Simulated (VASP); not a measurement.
Wanted: the native input for a VASP 6.6.1 run.

```
Task                   : single point
Functional             : LDA
Potentials or basis    : VASP PAW LDA potentials, release 64 (Cu, Au)
Cutoff                 : 520 eV
k mesh                 : 12 × 12 × 9
Occupations            : fermi-dirac, width 0.08 eV
Spin                   : collinear spin
Starting moments       : [0.3, 0.0] μB
Fixed moment           : 0.3 μB
Dipole correction      : no
Further INCAR settings : ALGO = Normal; EDIFF = 1e-06; NBANDS = 22
```

The structure of CuAu lies in POSCAR:

```
CuAu
1.0
    2.8107494552      0.0000000000      0.0000000000
    0.0000000000      2.8107494552      0.0000000000
    0.0000000000      0.0000000000      3.6850000000
Cu Au
1 1
Direct
    0.5000000000      0.5000000000      0.5000000000
    0.0000000000      0.0000000000      0.0000000000
```

One way to write it, as run:

INCAR

```
PREC = Accurate
ENCUT = 520
EDIFF = 1E-6
ISMEAR = -1
SIGMA = 0.08
LREAL = F
LASPH = T
NELM = 150
ALGO = Normal
ISIF = 2
LWAVE = F
LCHARG = T
ISPIN = 2
MAGMOM = 0.3 0
LORBIT = 11
NUPDOWN = 0.3
LMAXMIX = 4
LELF = T
LVHAR = T
NBANDS = 22
```

KPOINTS

```
regular mesh
0
Gamma
  12 12 9
```

Potentials or basis: VASP PAW LDA potentials, release 64 (Cu, Au).

The run is started by

```sh
$ cat potpaw_LDA.64/Cu/POTCAR potpaw_LDA.64/Au/POTCAR > POTCAR
$ mpirun -np 1 vasp_std > vasp.out
```

Results of the run:

- Pressure: -8.1 GPa
- Net moment: 0.30 μB per cell
- Site moments: Cu +0.11; Au +0.13 μB
- Valence electrons inside the program's atomic spheres: Cu 9.93; Au 9.73

Caveat: the cell stands under tension; the total moment is fixed, so each spin has its own Fermi level.

Run time: 3.1 min on 1 thread of Intel Xeon 8259CL, on a shared host, peak memory 0.25 GiB.
